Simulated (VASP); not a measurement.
A run of VASP 6.6.1 is set up as follows.

The input INCAR:

```
PREC = Accurate
ENCUT = 520
EDIFF = 1E-6
ISMEAR = 0
SIGMA = 0.1
LREAL = False
LASPH = True
NELM = 60
ALGO = Normal
ISIF = 2
LWAVE = False
LCHARG = False
GGA = PE
NBANDS = 20
```

Contents of KPOINTS:

```
regular mesh
0
Gamma
  6 6 6
```

Contents of POSCAR:

```
Si3S2
1.0
    1.7232457257      0.9949163854      8.9522866850
   -1.7232457257      0.9949163854      8.9522866850
    0.0000000000     -1.9898327654      8.9522866856
Si S
3 2
Direct
    0.0000000000      0.0000000000      0.0000000000
    0.1880928685      0.1880928685      0.1880928685
    0.8119071315      0.8119071315      0.8119071315
    0.3820303345      0.3820303345      0.3820303345
    0.6179696655      0.6179696655      0.6179696655
```

Potentials or basis: VASP PAW PBE potentials, release 64 (Si, S).

Launch:

```console
$ cat potpaw_PBE.64/Si/POTCAR potpaw_PBE.64/S/POTCAR > POTCAR
$ mpirun -np 1 vasp_std > vasp.out
```

(1) Predict the largest force.

(2) Estimate the pressure.

## Answers

(1) 0.040 eV/Å.

(2) 0.0 GPa.
